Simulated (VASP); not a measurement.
Write the native input for VASP 6.6.1 that does the following.

```
Task                    : single point
Functional              : PBE
Potentials or basis     : VASP PAW PBE potentials, release 64 (Sc_sv, Ga_d, N)
Cutoff                  : 520 eV
k mesh                  : 14 × 14 × 14
Occupations             : gaussian, width 0.1 eV
Spin                    : no spin polarisation
Dipole correction       : no
k mesh for the DOS      : 21 × 21 × 21
Occupations for the DOS : tetrahedron
Further INCAR settings  : ALGO = Normal; EDIFF = 1e-06
```

Crystal: ScGaN.

```
CELL_PARAMETERS angstrom
3.10526 0.00000 0.00000
0.00000 3.10526 0.00000
0.00000 0.00000 4.47242
ATOMIC_POSITIONS crystal
Sc 0.00000 0.00000 0.00000
Ga 0.50000 0.50000 0.50000
N 0.50000 0.50000 0.00000
```

These files were run (other wordings do the same):

POSCAR

```
ScGaN
1.0
    3.1052580813      0.0000000000      0.0000000000
    0.0000000000      3.1052569437      0.0000000000
    0.0000000000      0.0000000000      4.4724209915
Sc Ga N
1 1 1
Direct
    0.0000000000      0.0000000000      0.0000000000
    0.5000000000      0.5000000000      0.5000000000
    0.5000000000      0.5000000000      0.0000000000
```

INCAR.step1

```
PREC     = Accurate       # precision mode
ENCUT    = 520            # plane-wave cutoff, eV
EDIFF    = 1E-6           # SCF threshold, eV
ISMEAR   = 0              # smearing method
SIGMA    = 0.1            # smearing width, eV
LREAL    = False          # projectors in reciprocal space
LASPH    = True           # aspherical terms in the spheres
NELM     = 60             # most SCF steps
ALGO     = Normal         # electronic algorithm
ISIF     = 2              # what is computed and relaxed
LWAVE    = False          # write WAVECAR
LCHARG   = True           # write CHGCAR
LMAXMIX  = 4              # l up to which the mixer works
GGA      = PE             # functional
NBANDS   = 22             # bands
```

KPOINTS.step1

```
regular mesh
0
Gamma
  14 14 14
```

INCAR.step2

```
PREC     = Accurate       # precision mode
ENCUT    = 520            # plane-wave cutoff, eV
EDIFF    = 1E-6           # SCF threshold, eV
ISMEAR   = -5             # smearing method
SIGMA    = 0.1            # smearing width, eV
LREAL    = False          # projectors in reciprocal space
LASPH    = True           # aspherical terms in the spheres
NELM     = 60             # most SCF steps
ALGO     = Normal         # electronic algorithm
ISIF     = 2              # what is computed and relaxed
LWAVE    = False          # write WAVECAR
LCHARG   = False          # write CHGCAR
LMAXMIX  = 4              # l up to which the mixer works
GGA      = PE             # functional
LORBIT   = 11             # projections on sites
NEDOS    = 1001           # points of the DOS
ICHARG   = 11             # starting density
```

KPOINTS.step2

```
regular mesh
0
Gamma
  21 21 21
```

Potentials or basis: VASP PAW PBE potentials, release 64 (Sc_sv, Ga_d, N).

Launch:

```bash
$ cat potpaw_PBE.64/Sc_sv/POTCAR potpaw_PBE.64/Ga_d/POTCAR potpaw_PBE.64/N/POTCAR > POTCAR
$ cp INCAR.step1 INCAR
$ cp KPOINTS.step1 KPOINTS
$ mpirun -np 1 vasp_std > vasp.out
$ cp INCAR.step2 INCAR
$ cp KPOINTS.step2 KPOINTS
$ mpirun -np 1 vasp_std > vasp.out
```

Results of the run:

```json
{
  "Valence electrons inside the program's atomic spheres": "Sc 9.54; Ga 11.55; N 3.69"
}
```

Run time: 2.9 min on 1 thread of Intel(R) Xeon(R) 6975P-C (Granite Rapids) (shared host), peak memory 0.72 GiB.
